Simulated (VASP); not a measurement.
# Fe7Co in VASP: further runs

The runs below take Fe7Co through single point, with PBEsol.

Program: VASP 6.6.1. These are calculated values, not measurements. Logs are shortened: lines on timing, memory, paths and dates and some standing lists are left out, and cuts for length are marked.

## 1. The cell of the first run

The cell holds a disordered packing, 24 atoms: a = 6.576 Å, b = 6.304 Å, c = 6.604 Å, α = 93.62°, β = 88.42°, γ = 94.03°.

## 2. Single point, PBEsol

Contents of INCAR:

```
SYSTEM = Fe7Co
  PREC = Accurate
  ENCUT = 400
  EDIFF = 1E-6
  ISMEAR = -1
  SIGMA = 0.0922
  LREAL = Auto
  LASPH = .True.
  NELM = 120
  ALGO = Normal
  ISIF = 2
  LWAVE = .False.
  LCHARG = .False.
  GGA = PS
  ISYM = -1
  NBANDS = 116
  GGA_COMPAT = .False.
```

Contents of KPOINTS:

```
explicit points
1
Reciprocal
  0.25000000   0.25000000   0.25000000 1
```

Contents of POSCAR:

```
Fe7Co
1.0
    6.5711100000     -0.2250530000      0.0875820000
   -0.2250530000      6.2965610000     -0.2020190000
    0.0875820000     -0.2020190000      6.5998730000
Fe Co
21 3
Direct
    0.9519816608      0.2873107291      0.8955256818
    0.7150584451      0.2080475357      0.5963100057
    0.7841933450      0.5172731814      0.4530171701
    0.3241314909      0.4705556646      0.9189020911
    0.3885769142      0.8199475364      0.0771277929
    0.4293910075      0.3839795485      0.5822566951
    0.0519306542      0.0442820107      0.1753757409
    0.4053014240      0.0116139988      0.4850828401
    0.8686662927      0.9479445308      0.7321024624
    0.1990539628      0.0752346548      0.8625322465
    0.0887775409      0.8204873368      0.3731377432
    0.6974367110      0.5213949491      0.7907121522
    0.5767651600      0.1913052594      0.9297516863
    0.0083035086      0.4220878818      0.1916817996
    0.6977568257      0.8515850754      0.3612833803
    0.0413942485      0.2082780845      0.4867946306
    0.3026357258      0.2784581776      0.1858281819
    0.4840454625      0.7931965577      0.7563230544
    0.6594480943      0.5506144854      0.1337543624
    0.7233801626      0.8724006686      0.0247855420
    0.7671076900      0.1721087821      0.2541570752
    0.0254714511      0.6772682031      0.0068910727
    0.1472111629      0.6025006304      0.6944329878
    0.3449521321      0.6265848787      0.3280057742
```

Potentials or basis: VASP PAW PBE potentials, release 64 (Fe, Co).

Command:

```
cat potpaw_PBE.64/Fe/POTCAR potpaw_PBE.64/Co/POTCAR > POTCAR
mpirun -np 1 vasp_std > vasp.out
```

OUTCAR:

```text
SYSTEM = Fe7Co
   PREC = Accurate
   ENCUT = 400
   EDIFF = 1E-6
   ISMEAR = -1
   LREAL = Auto
   LASPH = .True.
   NELM = 120
   ISIF = 2
   GGA = PS
   ISYM = -1

 ion  position               nearest neighbor table
   1  0.952  0.287  0.896-  14 2.11  10 2.17   9 2.37  12 2.45  13 2.51  22 2.54   2 2.55   7 2.60
                             4 2.64  23 2.69  21 2.75  16 2.77  19 2.98  17 3.04  20 3.08
   2  0.715  0.208  0.596-   9 2.23   3 2.23  16 2.25   6 2.25  21 2.28  12 2.30  13 2.36   8 2.42
                             1 2.55  15 2.65
   3  0.784  0.517  0.453-   2 2.23  12 2.29  19 2.31  14 2.32  15 2.34  21 2.47   6 2.57  16 2.69
                            11 2.73  23 2.91
   4  0.324  0.471  0.919-  23 2.15  17 2.20   6 2.35   5 2.39  22 2.47  13 2.51  18 2.51  10 2.58
                            12 2.58   1 2.64  19 2.66  14 2.72  24 2.82
   5  0.389  0.820  0.077-  24 2.12  18 2.19  20 2.22   4 2.39  22 2.54  19 2.60  10 2.61  11 2.74
                             7 2.75  13 2.79  15 2.79   8 2.88  17 3.02
   6  0.429  0.384  0.582-   2 2.25  12 2.35   4 2.35   8 2.39  24 2.44  23 2.46   3 2.57  18 2.76
                            16 2.78  17 2.80  13 2.88  10 3.06
   7  0.052  0.044  0.175-  11 2.01  21 2.13  17 2.13  16 2.24  10 2.27  14 2.41  22 2.50  20 2.55
                             1 2.60   5 2.75  15 2.84
   8  0.405  0.012  0.485-  15 2.34   6 2.39  18 2.42   2 2.42  11 2.44  24 2.59  16 2.77  17 2.80
                            10 2.82   5 2.88  21 2.94
   9  0.869  0.948  0.732-  20 2.20   2 2.23   1 2.37  10 2.42  16 2.56  18 2.65  15 2.74  13 2.79
                            22 2.83  11 2.84  12 2.89  23 2.94
  10  0.199  0.075  0.863-   1 2.17   7 2.27   9 2.42  17 2.51   4 2.58  13 2.58   5 2.61  18 2.72
                             8 2.82  22 2.89  16 2.91   6 3.06  23 3.11
  11  0.089  0.820  0.373-   7 2.01  24 2.15   8 2.44  16 2.55  22 2.56  15 2.60  23 2.65   3 2.73
                            14 2.74   5 2.74   9 2.84
  12  0.697  0.521  0.791-  19 2.27   3 2.29   2 2.30  18 2.32   6 2.35  13 2.40   1 2.45   4 2.58
                            20 2.62  22 2.71   9 2.89  23 3.02
  13  0.577  0.191  0.930-   2 2.36  12 2.40  20 2.41  17 2.50   1 2.51   4 2.51  21 2.52  10 2.58
                            19 2.59  18 2.73   9 2.79   5 2.79   6 2.88
  14  0.008  0.422  0.192-  22 2.07   1 2.11  17 2.19  21 2.21   3 2.32   7 2.41  16 2.46  19 2.53
                            24 2.63   4 2.72  11 2.74
  15  0.698  0.852  0.361-  21 2.20  20 2.24   8 2.34   3 2.34  19 2.35  11 2.60  24 2.64   2 2.65
                             9 2.74   5 2.79   7 2.84  18 2.96
  16  0.041  0.208  0.487-   7 2.24   2 2.25  21 2.39  14 2.46  11 2.55   9 2.56  17 2.63   3 2.69
                             1 2.77   8 2.77   6 2.78  23 2.81  10 2.91
  17  0.303  0.278  0.186-   7 2.13  14 2.19   4 2.20  24 2.33  13 2.50  10 2.51  16 2.63   6 2.80
                             8 2.80  19 2.83   5 3.02   1 3.04
  18  0.484  0.793  0.756-   5 2.19  12 2.32  20 2.41   8 2.42  23 2.48   4 2.51   9 2.65  10 2.72
                            13 2.73   6 2.76  15 2.96  24 3.09
  19  0.659  0.551  0.134-  20 2.20  12 2.27   3 2.31  15 2.35  24 2.46  14 2.53  13 2.59   5 2.60
                            22 2.61   4 2.66  21 2.71  17 2.83   1 2.98
  20  0.723  0.872  0.025-   9 2.20  19 2.20   5 2.22  15 2.24  21 2.35  22 2.41  18 2.41  13 2.41
                             7 2.55  12 2.62   1 3.08
  21  0.767  0.172  0.254-   7 2.13  15 2.20  14 2.21   2 2.28  20 2.35  16 2.39   3 2.47  13 2.52
                            19 2.71   1 2.75   8 2.94
  22  0.025  0.677  0.007-  14 2.07  23 2.23  20 2.41   4 2.47   7 2.50   5 2.54   1 2.54  11 2.56
                            19 2.61  12 2.71   9 2.83  10 2.89  24 3.07
  23  0.147  0.603  0.694-   4 2.15  22 2.23   6 2.46  18 2.48  11 2.65   1 2.69  24 2.72  16 2.81
                             3 2.91   9 2.94  12 3.02  10 3.11
  24  0.345  0.627  0.328-   5 2.12  11 2.15  17 2.33   6 2.44  19 2.46   8 2.59  14 2.63  15 2.64
                            23 2.72   4 2.82  22 3.07  18 3.09

IMPORTANT INFORMATION: All symmetrisations will be switched off!
NOSYMM: (Re-)initialisation of all symmetry stuff for point group C_1.

----------------------------------------------------------------------------------------

                                     Primitive cell

  volume of cell :     272.4296

  direct lattice vectors                    reciprocal lattice vectors
     6.571110000 -0.225053000  0.087582000     0.152390551  0.005387183 -0.001857362
    -0.225053000  6.296561000 -0.202019000     0.005387183  0.159163419  0.004800428
     0.087582000 -0.202019000  6.599873000    -0.001857362  0.004800428  0.151689654

  length of vectors
     6.575546068  6.303819553  6.603544949     0.152497054  0.159326896  0.151776958

  position of ions in fractional coordinates (direct lattice)
     0.951981661  0.287310729  0.895525682
     0.715058445  0.208047536  0.596310006
     0.784193345  0.517273181  0.453017170
     0.324131491  0.470555665  0.918902091
     0.388576914  0.819947536  0.077127793
     0.429391008  0.383979549  0.582256695
[... 16 lines left out ...]
     0.147211163  0.602500630  0.694432988
     0.344952132  0.626584879  0.328005774

  ion indices of the primitive-cell ions
   primitive index   ion index
                 1           1
                 2           2
                 3           3
                 4           4
                 5           5
                 6           6
[... 16 lines left out ...]
                23          23
                24          24

----------------------------------------------------------------------------------------

 KPOINTS: explicit points

Read explicit list of k-points.

 Found      1 k-points:

 Following reciprocal coordinates:
            Coordinates               Weight
  0.250000  0.250000  0.250000      1.000000
   k-points           NKPTS =      1   k-points in BZ     NKDIM =      1   number of bands    NBANDS=    116
   number of dos      NEDOS =    301   number of ions     NIONS =     24
   total plane-waves  NPLWV =  96768
   dimension x,y,z NGX =    48 NGY =   42 NGZ =   48
   dimension x,y,z NGXF=    96 NGYF=   84 NGZF=   96
   ions per type =              21   3
   NGX,Y,Z   is equivalent  to a cutoff of  12.14, 11.08, 12.08 a.u.
   NGXF,Y,Z  is equivalent  to a cutoff of  24.27, 22.15, 24.17 a.u.
 SYSTEM =  Fe7Co
   PREC   = accura    normal or accurate (medium, high low for compatibility)
   ISTART =      0    job   : 0-new  1-cont  2-samecut
   ICHARG =      2    charge: 1-file 2-atom 10-const
   ISPIN  =      1    spin polarized calculation?
   LNONCOLLINEAR =      F non collinear calculations
   LSORBIT =      F    spin-orbit coupling
   LASPH  =      T    aspherical Exc in radial PAW
   ENCUT  =  400.0 eV  29.40 Ry    5.42 a.u.  10.72 10.28 10.77*2*pi/ulx,y,z
   NELM   =    120;   NELMIN=  2; NELMDL= -5     # of ELM steps
   EDIFF  = 0.1E-05   stopping-criterion for ELM
   LREAL  =      T    real-space projection
   EDIFFG = 0.1E-04   stopping-criterion for IOM
   NSW    =      0    number of steps for IOM
   IBRION =     -1    ionic relax: 0-MD 1-quasi-New 2-CG
   NFREE  =      0    steps in history (QN), initial steepest desc. (CG)
   ISIF   =      2    stress and relaxation
   ISYM   =     -1    0-nonsym 1-usesym 2-fastsym
   POTIM  = 0.5000    time-step for ionic-motion
   TEBEG  =    0.0;   TEEND  =   0.0 temperature during run
   PSTRESS=    0.0 pullay stress
   NELECT =     195.0000    total number of electrons
   NUPDOWN=      -1.0000    fix difference up-down
   EMIN   =  10.00;   EMAX   =-10.00  energy-range for DOS
   EFERMI =   0.00;   METHOD = LEGACY
   ISMEAR =    -1;   SIGMA  =   0.09  broadening in eV -4-tet -1-fermi 0-gaus
   EFERMI_NEDOS =   21; number of points for ismear=-14 and -15
   IALGO  =     38    algorithm
   IMIX   =      4    mixing-type and parameters
     AMIX     =   0.40;   BMIX     =  1.00
     AMIX_MAG =   1.60;   BMIX_MAG =  1.00
  volume/ion in A,a.u.               =      11.35        76.60
  Fermi-wavevector in a.u.,A,eV,Ry     =   1.464429  2.767369 29.178401  2.144552
  Thomas-Fermi vector in A             =   2.580406
   LORBIT       =      0    0 simple, 1 ext, 2 COOP (PROOUT), +10 PAW based schemes
   GGA     = PS    functional components
   LHFCALC =     F    Hartree Fock is set to
   AEXX    =    0.0000 exact exchange contribution
   IVDW    =     0    specifies the selected vdW correction
   LEPSILON=     F    determine dielectric tensor
   LRPA    =     F    only Hartree local field effects (RPA)
 non-spin polarized calculation
  energy-cutoff  :      400.00
  volume of cell :      272.43
 maximum number of plane-waves:      4922
 NGX is ok and might be reduce to    42
   NGX = 21   NGY = 21   NGZ = 21

 number of electron     195.0000017 magnetization

 Free energy of the ion-electron system (eV)
  ---------------------------------------------------
  ext. energy  EPLUGINS =         0.00000000
  ---------------------------------------------------
  free energy    TOTEN  =      -197.59063738 eV

  energy without entropy =     -196.18402592  energy(sigma->0) =     -196.88733165

 E-fermi :   6.1943     XC(G=0): -13.2349

 val. band max:        6.1493741288   @ k =   0.2500   0.2500   0.2500
 cond. band min:       6.1946063760   @ k =   0.2500   0.2500   0.2500
 fundamental gap:      0.0452322472
 Fermi energy:         6.1942579069

 k-point     1 :       0.2500    0.2500    0.2500
  band No.  band energies     occupation
      1      -1.5370      2.00000
      2      -0.1139      2.00000
      3      -0.0057      2.00000
      4       0.3383      2.00000
      5       1.0716      2.00000
      6       1.3397      2.00000
[... 101 lines left out ...]
    108       6.5602      0.03709
    109       6.5991      0.02447
 [bands above 109 left out]

------------------------ aborting loop because EDIFF is reached ----------------------------------------

  FORCE on cell =-STRESS in cart. coord.  units (eV):
  Direction    XX          YY          ZZ          XY          YZ          ZX
  --------------------------------------------------------------------------------------
  -------------------------------------------------------------------------------------
  Total      -24.9019578    -23.3976354    -12.8505858     -6.4660638     -8.4990863     -2.1493195
  in kB     -146.4501565   -137.6031315    -75.5751943    -38.0273739    -49.9837216    -12.6402981
  external PRESSURE =    -119.8761608 kB  Pullay stress =       0.0000000 kB

 VOLUME and BASIS-vectors are now :
 -----------------------------------------------------------------------------
  energy-cutoff  :      400.00
  volume of cell :      272.43
      direct lattice vectors                 reciprocal lattice vectors
     6.571110000 -0.225053000  0.087582000     0.152390551  0.005387183 -0.001857362
    -0.225053000  6.296561000 -0.202019000     0.005387183  0.159163419  0.004800428
     0.087582000 -0.202019000  6.599873000    -0.001857362  0.004800428  0.151689654

 POSITION                                       TOTAL-FORCE (eV/Angst)
 -----------------------------------------------------------------------------------
      6.26935      1.41391      5.93569        -0.984030      0.208728     -1.250184
      4.70413      1.02859      3.95617        -0.470095     -1.226859      0.624398
      5.07628      2.98904      2.95404         0.958649      0.446142     -0.344968
      2.10448      2.70430      5.99796         1.745137     -0.358106      0.130985
      2.37561      5.05982      0.37742        -0.624660      2.157041      0.243647
      2.78615      2.20349      3.80286        -0.738065     -0.090411     -0.528266
[... 16 lines left out ...]
      0.89257      3.62026      4.47435        -1.205971      0.424315     -2.013589
      2.15443      3.80143      2.06843         0.428596     -1.549472      2.019886
 -----------------------------------------------------------------------------------
    total drift:                                0.000346     -0.008045      0.001195

  FREE ENERGIE OF THE ION-ELECTRON SYSTEM (eV)
  ---------------------------------------------------
  free  energy   TOTEN  =      -197.5906373753 eV

  energy  without entropy=     -196.1840259155  energy(sigma->0) =     -196.88733165
```

Wall time 2.4 min (1 thread of Intel Xeon 6975P-C (Granite Rapids), shared host); peak memory 0.3 GiB.

What came out:

```
Free energy            : -197.5906 eV
Pressure               : -12.0 GPa
Largest force          : 3.385 eV/Å
Band gap on the k mesh : zero (an odd number of electrons rules out a gap without spin polarisation)
```

Forces in eV/Å, atoms in the order of the input:
```
Fe  -0.984  0.209 -1.250
Fe  -0.470 -1.227  0.624
Fe   0.959  0.446 -0.345
Fe   1.745 -0.358  0.131
Fe  -0.625  2.157  0.244
Fe  -0.738 -0.090 -0.528
Fe  -0.428 -0.979 -2.107
Fe  -0.339  0.228 -0.013
Fe   0.325 -1.284 -1.148
Fe   1.736 -0.487 -0.860
Fe  -0.875 -0.358  1.424
Fe   0.402  0.846  0.351
Fe  -0.556 -0.419  0.184
Fe   1.007  0.663  2.243
Fe  -0.688 -0.318  1.335
Fe   1.360  0.610  1.383
Fe   2.606 -1.078  0.936
Fe  -0.007  0.128 -1.498
Fe  -0.845 -1.362  0.386
Fe   1.009  0.759 -0.660
Fe  -3.129  1.202 -0.472
Co  -0.688  1.837 -0.365
Co  -1.206  0.424 -2.014
Co   0.429 -1.549  2.020
```

Levels at points of the mesh, in eV from the Fermi level:
```tsv
k point	band 94	band 95	band 96	band 97	band 98	band 99	band 100	band 101
(0.25, 0.25, 0.25)	-0.16	-0.12	-0.06	-0.04	0.00	0.05	0.09	0.13
```

Caveat: the atoms stand as in a frame of molecular dynamics; the PAW data sets were made with another functional, which shifts forces and pressure a little; the run has no spin polarisation, though such a crystal can be magnetic.

## 3. Single point, PBEsol

Contents of INCAR:

```
  ALGO = Normal
  EDIFF = 1E-6
  ENCUT = 400
  GGA = PS
  GGA_COMPAT = False
  ISIF = 2
  ISMEAR = -1
  ISYM = -1
  LASPH = True
  LCHARG = False
  LREAL = Auto
  LWAVE = False
  NBANDS = 116
  NELM = 120
  PREC = Accurate
  SIGMA = 0.0922
```

KPOINTS is that of step 2.

Contents of POSCAR:

```
Fe7Co
1.0
    6.5711100000     -0.2250530000      0.0875820000
   -0.2250530000      6.2965610000     -0.2020190000
    0.0875820000     -0.2020190000      6.5998730000
Fe Co
21 3
Direct
    0.9337181259      0.2925486202      0.8884865631
    0.6989331532      0.2149036257      0.6084021090
    0.7646776970      0.5502773017      0.4643453697
    0.3534564268      0.4662482719      0.9093365265
    0.3956653626      0.8204096439      0.0898019056
    0.4200965024      0.3818504491      0.5788547983
    0.0654811719      0.0538498337      0.1732214722
    0.4026370735      0.0084394340      0.4831908380
    0.8819103789      0.9321989163      0.6814990861
    0.2182872949      0.0770131864      0.8552810166
    0.0502816564      0.8245845546      0.3834684363
    0.6933866443      0.5214401055      0.7885381461
    0.5682824076      0.1827248618      0.9220794982
    0.0282289254      0.3985743620      0.1931787548
    0.6961084677      0.8775879491      0.3856555828
    0.0669306275      0.1946244389      0.4984962463
    0.3223405045      0.2756843212      0.2014189129
    0.5005812451      0.7875518917      0.7418817815
    0.6395356737      0.5143057813      0.1277865084
    0.7504553089      0.8853998201      0.0224075841
    0.7523415654      0.1925373859      0.2648595861
    0.0121341727      0.6971240522      0.0037436431
    0.1370704560      0.5872778631      0.6553926692
    0.3489649288      0.6092871320      0.3429924380
```

Potentials or basis: VASP PAW PBE potentials, release 64 (Fe, Co).

Command:

```
cat potpaw_PBE.64/Fe/POTCAR potpaw_PBE.64/Co/POTCAR > POTCAR
mpirun -np 1 vasp_std > vasp.out
```

Run time: 2.6 min. Hardware: 1 thread of Intel Xeon 6975P-C (Granite Rapids), shared host; peak memory 0.3 GiB.

It converged, with:

- Free energy: -199.1177 eV
- Pressure: -16.5 GPa
- Largest force: 3.356 eV/Å
- Band gap on the k mesh: zero (an odd number of electrons rules out a gap without spin polarisation)

Forces on the atoms (eV/Å):
```
Fe   0.533 -0.772 -0.306
Fe   1.014 -1.511 -1.120
Fe   1.245 -0.192 -0.883
Fe  -0.665  0.297  0.536
Fe  -0.096  1.474 -0.282
Fe  -0.776 -0.376 -0.453
Fe  -1.000 -1.601 -1.883
Fe  -0.998  0.218  0.357
Fe  -0.064 -1.019  0.656
Fe   0.661 -0.095 -0.630
Fe   1.216 -1.321  0.769
Fe   0.576  0.750  1.049
Fe  -0.309 -0.550  0.994
Fe  -0.139  3.136  1.187
Fe  -1.243 -0.857 -0.775
Fe   0.225  0.573  1.028
Fe   2.465 -0.768  0.194
Fe  -0.538  0.961 -0.419
Fe   0.465  0.552  0.510
Fe  -1.086  0.351 -0.105
Fe  -1.053  0.493 -0.708
Co   0.650 -0.378 -0.434
Co  -0.665  0.266 -0.103
Co  -0.419  0.369  0.820
```

Stress tensor (GPa, compression positive):
```
-18.54  -4.48   0.05
 -4.48 -17.00  -3.57
  0.05  -3.57 -13.83
```

Levels at points of the mesh, in eV from the Fermi level:
```csv
k point,band 94,band 95,band 96,band 97,band 98,band 99,band 100,band 101,band 102,band 103
"(0.25, 0.25, 0.25)",-0.17,-0.12,-0.08,-0.04,0.00,0.07,0.09,0.12,0.18,0.19
```

Caveat: the atoms stand as in a frame of molecular dynamics; the PAW data sets were made with another functional, which shifts forces and pressure a little; the run has no spin polarisation, though such a crystal can be magnetic. Spin polarisation is off, so any magnetic state and its effect on volume and gap are missing.
